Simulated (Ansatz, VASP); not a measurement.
**Rh in VASP and in Ansatz**

The input INCAR:

```
PREC = Accurate ; ENCUT = 520
EDIFF = 1E-6 ; ISMEAR = 0
SIGMA = 0.15 ; LREAL = F
LASPH = T ; NELM = 60
ALGO = Fast ; ISIF = 2
LWAVE = F ; LCHARG = T
GGA = PS ; LELF = T
LVHAR = T ; NBANDS = 38
```

KPOINTS

```
Automatic mesh
0
Gamma
  18 18 6
```

File POSCAR:

```
Rh
1.0
    2.6488000000      0.0000000000      0.0000000000
   -1.3244000000      2.2939280895      0.0000000000
    0.0000000000      0.0000000000      8.2620000000
Rh
4
Direct
    0.0000000000      0.0000000000      0.0000000000
    0.3333333333      0.6666666667      0.2500000000
    0.0000000000      0.0000000000      0.5000000000
    0.6666666667      0.3333333333      0.7500000000
```

Input for Ansatz:

```yaml
crystal:
  lattice:
    - [2.6488, 0.0, 0.0]
    - [-1.3244, 2.2939280895, 0.0]
    - [0.0, 0.0, 8.262]
  atoms:
    - { symbol: Rh, position: [0.0, 0.0, 0.0] }
    - { symbol: Rh, position: [0.3333333333, 0.6666666667, 0.25] }
    - { symbol: Rh, position: [0.0, 0.0, 0.5] }
    - { symbol: Rh, position: [0.6666666667, 0.3333333333, 0.75] }
basis:
  ecutwfc: 420
kpoints:
  mp_grid: { grid: [18, 18, 6] }
hamiltonian:
  xc: pbesol
  pseudopotentials: { kind: paw, azcp: { folder: soft_1 } }
scf:
  occupations: { method: gaussian, width: 0.15 }
output:
  forces: true
  stress: true
  eigenvalues: true
```

Alike in both runs: task single point; functional PBEsol; k mesh 18 × 18 × 6; occupations gaussian, width 0.15 eV; no spin polarisation.

|  | VASP | Ansatz |
| --- | --- | --- |
| version | VASP 6.6.1 | Ansatz 0.2.0 |
| potentials or method | VASP PAW PBE potentials, release 64 (Rh_pv), cutoff 520 eV | scalar-relativistic, plane waves, PAW |
| valence electrons in the cell | 60 | 68 |

|  | VASP | Ansatz | Ansatz less VASP |
| --- | --- | --- | --- |
| gap on the k mesh at the Fermi level (eV) | none | none | - |
| pressure (GPa) | 27.7 | 27.8 | +0.08 |
| traceless stress, the component that is largest in VASP (GPa) | 14.43 | 14.46 | +0.024 |

VASP's potentials were made for PBE, not for PBEsol, and Ansatz warns of the same on its side. A gap of «none» marks a metal or a gap that the smearing closes. VASP's potentials hold 60 valence electrons a cell and Ansatz's 68, so a difference there can come from the potentials and not from the codes.
